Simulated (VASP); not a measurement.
Crystal: HfO2.

```xyz
24
Lattice="5.0598 0.0000 0.0000 0.0000 10.0172 0.0000 0.0000 0.0000 5.2276" Properties=species:S:1:pos:R:3 pbc="T T T"
Hf    3.7703    8.8606    5.0439
Hf    1.2404    6.1652    0.1837
Hf    1.2895    3.8520    2.7975
Hf    3.8194    1.1566    2.4301
Hf    1.2895    1.1566    0.1837
Hf    3.8194    3.8520    5.0439
Hf    3.7703    6.1652    2.4301
Hf    1.2404    8.8606    2.7975
O     4.4046    7.9210    3.2621
O     1.8747    7.1048    1.9655
O     0.6552    2.9124    4.5793
O     3.1851    2.0962    0.6483
O     0.6552    2.0962    1.9655
O     3.1851    2.9124    3.2621
O     4.4046    7.1048    0.6483
O     1.8747    7.9210    4.5793
O     2.5445    9.7812    1.3682
O     0.0146    5.2446    3.8594
O     2.5153    4.7726    1.2456
O     5.0452    0.2360    3.9820
O     2.5153    0.2360    3.8594
O     5.0452    4.7726    1.3682
O     2.5445    5.2446    3.9820
O     0.0146    9.7812    1.2456
```

Program: VASP 6.6.1. Alike in all runs: no spin polarisation; cell as given; k mesh 5 × 3 × 5; cutoff (eV) 520; smearing fermi-dirac 0.02 eV.

Q: Order these runs on this cell by their pressure, lowest first.
A. level PBEsol; potentials or basis VASP PAW PBE potentials, release 64 (Hf_pv, O)
B. level LDA; potentials or basis VASP PAW LDA potentials, release 64 (Hf_pv, O)
C. level PBE; potentials or basis VASP PAW PBE potentials, release 64 (Hf_pv, O)

A: B (-11.3 GPa), A (-5.4 GPa), C (2.3 GPa).

Caveats: the cell stands under tension (at least some runs); the PAW data sets were made with another functional, which shifts forces and pressure a little (at least some runs).
